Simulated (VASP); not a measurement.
A run of VASP 6.6.1 is set up as follows.

Contents of INCAR:

```
SYSTEM = WC
PREC     = Accurate       ! precision mode
ENCUT    = 520            ! plane-wave cutoff, eV
EDIFF    = 1E-6           ! SCF threshold, eV
ISMEAR   = 0              ! smearing method
SIGMA    = 0.15           ! smearing width, eV
LREAL    = .False.        ! projectors in reciprocal space
LASPH    = .True.         ! aspherical terms in the spheres
NELM     = 80             ! most SCF steps
ALGO     = Normal         ! electronic algorithm
ISIF     = 2              ! what is computed and relaxed
LWAVE    = .False.        ! write WAVECAR
LCHARG   = .False.        ! write CHGCAR
GGA      = PE             ! functional
NBANDS   = 16             ! bands
```

The input KPOINTS:

```
Automatic mesh
0
Gamma
  18 18 16
  0 0 0
```

File POSCAR:

```
WC
1.0
    2.9005014360      0.0000000000      0.0000000000
   -1.4502507180      2.5119079273      0.0000000000
    0.0000000000      0.0000000000      2.8290000000
W C
1 1
Direct
   -0.0865212091     -0.0633379210      0.0000000000
    0.6666666667      0.3333333333      0.5000000000
```

Potentials or basis: VASP PAW PBE potentials, release 64 (W_sv, C).

Launch:

```bash
$ cat potpaw_PBE.64/W_sv/POTCAR potpaw_PBE.64/C/POTCAR > POTCAR
$ mpirun -np 1 vasp_std > vasp.out
```

(1) What does it give for the band gap on the k mesh?

(2) What does it give for the pressure?

(3) Predict the largest force.

## Answers

(1) zero (bands 9 and 10 overlap by 1.71 eV).

(2) 16.8 GPa.

(3) 3.150 eV/Å.

Caveat: the cell differs from its parent crystal (atom 1 (W) moved by (-0.225, +0.000) A along [1 1 0] and z); the stress differs along the axes, from 8 to 22 GPa; spin-orbit coupling is left out, which moves the levels of the heavy elements; forces of over 1 eV/Å act on the atoms, so gaps and moduli don't describe the material at rest.
